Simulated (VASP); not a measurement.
Runs of VASP 6.6.1 on SiC. The structure is that of space group Cm (No. 8), or close to it. The cells are those of the table. 

```csv
cell,gap on the mesh (eV),pressure (GPa),largest force (eV/Å)
"a = 3.075, b = 3.075, c = 15.379 Å, angles 79.9, 79.9, 60.0°, 12 atoms",(b),2.7,0.85
"a = 3.075, b = 3.075, c = 15.295 Å, angles 81.3, 81.3, 60.0°, 12 atoms",1.03,3.4,0.95
"a = 3.075, b = 3.075, c = 15.088 Å, angles 87.1, 87.1, 60.0°, 12 atoms",0.67,(a),2.19
"a = 3.075, b = 3.075, c = 15.121 Å, angles 85.6, 85.6, 60.0°, 12 atoms",0.25,4.8,2.23
"a = 3.075, b = 3.075, c = 15.224 Å, angles 82.7, 82.7, 60.0°, 12 atoms",0.56,4.5,1.51
```

Alike in all rows: task single point; level PBE; potentials or basis VASP PAW PBE potentials, release 64 (Si, C); no spin polarisation; k mesh 10 × 10 × 2; cutoff (eV) 520; smearing gaussian 0.05 eV.

Question: Estimate the missing entries.

Answer: (a) 4.4; (b) 0.91.

Caveats: forces of over 1 eV/Å act on the atoms, so gaps and moduli don't describe the material at rest (some runs).

A k mesh can miss the band edges.
